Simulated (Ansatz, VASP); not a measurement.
## One calculation of HfSi, two programs

INCAR

```
PREC     = Accurate       # precision mode
ENCUT    = 520            # plane-wave cutoff, eV
EDIFF    = 1E-6           # SCF threshold, eV
ISMEAR   = 0              # smearing method
SIGMA    = 0.15           # smearing width, eV
LREAL    = False          # projectors in reciprocal space
LASPH    = True           # aspherical terms in the spheres
NELM     = 100            # most SCF steps
ALGO     = Normal         # electronic algorithm
ISIF     = 2              # what is computed and relaxed
LWAVE    = False          # write WAVECAR
LCHARG   = True           # write CHGCAR
GGA      = PS             # functional
LELF     = True           # ELF
LVHAR    = True         
NBANDS   = 38             # bands
```

KPOINTS

```
regular mesh
0
Gamma
  6 10 8
```

The input POSCAR:

```
HfSi
1.0
    7.0264662860      0.0000000000      0.0000000000
    0.0000000000      3.8724290305      0.0000000000
    0.0000000000      0.0000000000      5.3577962285
Hf Si
4 4
Direct
    0.1755908222      0.2500000000      0.1264896848
    0.3244091778      0.7500000000      0.6264896848
    0.6755908222      0.2500000000      0.3735103152
    0.8244091778      0.7500000000      0.8735103152
    0.0430603597      0.2500000000      0.6402012503
    0.4569396403      0.7500000000      0.1402012503
    0.5430603597      0.2500000000      0.8597987497
    0.9569396403      0.7500000000      0.3597987497
```

Input for Ansatz:

```yaml
crystal:
  lattice:
    - [7.026466286, 0.0, 0.0]
    - [0.0, 3.8724290305, 0.0]
    - [0.0, 0.0, 5.3577962285]
  atoms:
    - { symbol: Hf, position: [0.1755908222, 0.25, 0.1264896848] }
    - { symbol: Hf, position: [0.3244091778, 0.75, 0.6264896848] }
    - { symbol: Hf, position: [0.6755908222, 0.25, 0.3735103152] }
    - { symbol: Hf, position: [0.8244091778, 0.75, 0.8735103152] }
    - { symbol: Si, position: [0.0430603597, 0.25, 0.6402012503] }
    - { symbol: Si, position: [0.4569396403, 0.75, 0.1402012503] }
    - { symbol: Si, position: [0.5430603597, 0.25, 0.8597987497] }
    - { symbol: Si, position: [0.9569396403, 0.75, 0.3597987497] }
basis:
  ecutwfc: 420
kpoints:
  mp_grid: { grid: [6, 10, 8] }
hamiltonian:
  xc: pbesol
scf:
  occupations: { method: gaussian, width: 0.15 }
output:
  forces: true
  stress: true
  eigenvalues: true
```

Change from the starting cell: strain +0.030 along x and y, +0.030 along z, atoms carried along.

Alike in both runs: task single point; functional PBEsol; k mesh 6 × 10 × 8; occupations gaussian, width 0.15 eV; no spin polarisation.

|  | VASP | Ansatz |
| --- | --- | --- |
| version | VASP 6.6.1 | Ansatz 0.2.0 |
| potentials or method | VASP PAW PBE potentials, release 64 (Hf_pv, Si), cutoff 520 eV | scalar-relativistic, plane waves, PAW |
| valence electrons in the cell | 56 | 120 |

|  | VASP | Ansatz | Ansatz less VASP |
| --- | --- | --- | --- |
| gap on the k mesh at the Fermi level (eV) | none | none | - |
| pressure (GPa) | -11.9 | -11.8 | +0.10 |
| traceless stress, the component that is largest in VASP (GPa) | -0.52 | -0.50 | +0.020 |
| rms of the force components (eV/Å) | 0.031 | 0.032 | +0.0010 |

VASP's potentials were made for PBE, not for PBEsol. Atom by atom the forces differ by 0.002 eV/Å (rms over components). A gap of «none» marks a metal or a gap that the smearing closes. VASP's potentials hold 56 valence electrons a cell and Ansatz's 120, so a difference there can come from the potentials and not from the codes.

Neither program's run includes spin-orbit coupling.
